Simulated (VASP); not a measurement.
# K: relaxation of cell and atoms with LDA

K:

```
K
1.0
    -2.64093    2.64093    2.64093
     2.64093   -2.64093    2.64093
     2.64093    2.64093   -2.64093
K
1
Direct
  0.00000 0.00000 0.00000
```

```json
{"Program": "VASP 6.6.1", "Task": "relaxation of cell and atoms", "Functional": "LDA", "Potentials or basis": "VASP PAW LDA potentials, release 64 (K_sv)", "Cutoff": "600 eV", "k mesh": "12 × 12 × 12", "Occupations": "gaussian, width 0.1 eV", "Spin": "no spin polarisation", "Dipole correction": "no", "Further INCAR settings": "ALGO = Normal; EDIFF = 1e-07; IBRION = 2; EDIFFG = -0.005; NSW = 70; ISIF = 3"}
```

```
Relaxed volume                        : 64.09 Å³/atom
Relaxed cell                          : a = 4.366 Å, b = 4.366 Å, c = 4.366 Å, α = 109.47°, β = 109.47°, γ = 109.47°
Space group after relaxing (to 0.1 Å) : Im-3m (No. 229)
Energy gained by relaxing             : 15.9 meV/atom
Ionic steps                           : 4
Pressure after relaxing               : 0.0 GPa
Band gap on the k mesh                : zero (an odd number of electrons rules out a gap without spin polarisation)
```

The path:
```csv
step,energy change (eV),largest force (eV/Å),pressure (GPa),volume (Å³)
1,0.0000,0.0000,-0.48,73.68
2,-0.0064,0.0000,-0.39,71.34
3,-0.0159,0.0000,-0.03,64.63
4,-0.0159,0.0000,0.01,64.09
```

Final structure:
```yaml
crystal:
  lattice:
    - [-2.52098, 2.52098, 2.52098]
    - [2.52098, -2.52098, 2.52098]
    - [2.52098, 2.52098, -2.52098]
  atoms:
    - { symbol: K, position: [0.00000, 0.00000, 0.00000] }
```

Levels at points of the mesh, in eV from the Fermi level:
```
           k point  band 1  band 2  band 3  band 4  band 5  band 6  band 7  band 8
(0.00, 0.00, 0.00)  -31.73  -15.40  -15.40  -15.40   -2.36    4.29    4.29    4.29
(0.50, 0.00, 0.00)  -31.72  -15.51  -15.43  -15.40    0.40    0.83    3.12    5.03
(0.50, 0.50, 0.50)  -31.71  -15.48  -15.48  -15.48    1.60    1.60    3.85    3.85
```

It took 4 min on 1 thread of Intel Xeon 8259CL, with other jobs on the host, peak memory 0.22 GiB.

LDA usually gives volumes a few per cent too small. Zero-point motion and thermal expansion aren't in these numbers.
